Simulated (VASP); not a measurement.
Here is a VASP 6.6.1 calculation.

Contents of INCAR:

```
SYSTEM = SiC6
PREC = Accurate
ENCUT = 520
EDIFF = 1E-6
ISMEAR = -1
SIGMA = 0.05
LREAL = .FALSE.
LASPH = .TRUE.
NELM = 80
ALGO = Normal
ISIF = 2
LWAVE = .FALSE.
LCHARG = .FALSE.
GGA = PE
ISYM = 0
NBANDS = 41
```

KPOINTS

```
Automatic mesh
0
Gamma
  1 1 1
  0.25 0.25 0.25
```

File POSCAR:

```
SiC6
1.0
    5.2607330000     -0.0401340000      0.1481530000
   -0.0401340000      5.1317960000      0.1176100000
    0.1481530000      0.1176100000      5.3357620000
Si C
2 12
Direct
    0.5526421897      0.0783078215      0.6631576931
    0.1148741499      0.7007260092      0.0413606649
    0.8098935118      0.9396197695      0.4182917389
    0.6053157565      0.8539742150     -0.0030925766
    0.3518281572      0.2398603154      0.1062925279
    0.3590973318      0.9681368797      0.0791008060
    0.6191586111      0.6052817807      0.8828389655
    0.0557112929      0.8996154687      0.5478858370
    0.1160960263      0.6259237625      0.6617323133
    0.8101116834      0.8635071001      0.1793532871
    0.2070416893      0.1167814298      0.5854343744
    0.1700350757      0.3973894697      0.5132173845
    0.2105331009      0.4150872779      0.2466482716
    0.5417406920      0.3591751038      0.8833165548
```

Potentials or basis: VASP PAW PBE potentials, release 64 (Si, C).

Launch:

```console
$ cat potpaw_PBE.64/Si/POTCAR potpaw_PBE.64/C/POTCAR > POTCAR
$ mpirun -np 1 vasp_std > vasp.out
```

Question: Estimate the band gap on the k mesh.

Answer: 1.46 eV.

Question: Predict the largest force.

Answer: 1.725 eV/Å.

Question: Predict the pressure.

Answer: -7.1 GPa.

Stress tensor (GPa, compression positive):
```
  1.93   1.70   3.19
  1.70 -13.18  -9.28
  3.19  -9.28 -10.00
```

Caveat: the k points lie up to 1.23 Å⁻¹ apart.
